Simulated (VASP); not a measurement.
A run of VASP 6.6.1 is set up as follows.

The input INCAR:

```
SYSTEM = GaGe
PREC = Accurate
ENCUT = 520
EDIFF = 1E-6
ISMEAR = 0
SIGMA = 0.012
LREAL = .FALSE.
LASPH = .TRUE.
NELM = 60
ALGO = Normal
ISIF = 2
LWAVE = .FALSE.
LCHARG = .TRUE.
GGA = PE
LELF = .TRUE.
LVHAR = .TRUE.
NBANDS = 20
```

KPOINTS

```
Automatic mesh
0
G
  8 8 8
  0 0 0
```

Contents of POSCAR:

```
GaGe
1.0
    0.0000000000      2.8978440000      2.8978440000
    2.8978440000      0.0000000000      2.8978440000
    2.8978440000      2.8978440000      0.0000000000
Ge Ga
1 1
Direct
    0.0000000000      0.0000000000      0.0000000000
    0.2500000000      0.2500000000      0.2500000000
```

Potentials or basis: VASP PAW PBE potentials, release 64 (Ge_d, Ga_d).

Launch:

```console
$ cat potpaw_PBE.64/Ge_d/POTCAR potpaw_PBE.64/Ga_d/POTCAR > POTCAR
$ mpirun -np 1 vasp_std > vasp.out
```

Q: Estimate the pressure.

A: 0.3 GPa.
